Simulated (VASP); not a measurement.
Here is a VASP 6.6.1 calculation.

POSCAR

```
ZnO
1.0
    2.6461709597      0.0000000000      0.0000000000
    0.0000000000      2.6461709597      0.0000000000
    0.0000000000      0.0000000000      2.6461709597
Zn O
1 1
Direct
    0.0000000000      0.0000000000      0.0000000000
    0.5000000000      0.5000000000      0.5000000000
```

The input INCAR.step1:

```
SYSTEM = ZnO
PREC = Accurate
ENCUT = 520
ISMEAR = -1
SIGMA = 0.02
LREAL = .False.
LASPH = .True.
NELM = 60
NBANDS = 16
GGA = PE
ALGO = Normal
EDIFF = 1E-4
LWAVE = .True.
LCHARG = .False.
```

Contents of INCAR.step2:

```
SYSTEM = ZnO
PREC = Accurate
ENCUT = 520
EDIFF = 1E-6
ISMEAR = -1
SIGMA = 0.02
LREAL = .False.
LASPH = .True.
NELM = 60
ALGO = Normal
ISIF = 2
LWAVE = .False.
LCHARG = .True.
METAGGA = R2SCAN
LMIXTAU = .True.
LELF = .True.
LVHAR = .True.
NBANDS = 16
ISTART = 1
```

File KPOINTS:

```
Automatic mesh
0
Gamma
  10 10 10
  0 0 0
```

Potentials or basis: VASP PAW PBE potentials, release 64 (Zn, O).

Launch:

```sh
$ cat potpaw_PBE.64/Zn/POTCAR potpaw_PBE.64/O/POTCAR > POTCAR
$ cp INCAR.step1 INCAR
$ mpirun -np 1 vasp_std > vasp.out
$ cp INCAR.step2 INCAR
$ mpirun -np 1 vasp_std > vasp.out
```

(1) Predict the band gap on the k mesh.

(2) Predict the pressure.

Results:

(1) zero (band 9 reaches 3.26 eV, above the bottom of band 10 at 3.22 eV).

(2) 1.0 GPa.

Caveat: the PAW data sets were made with another functional, which shifts forces and pressure a little.
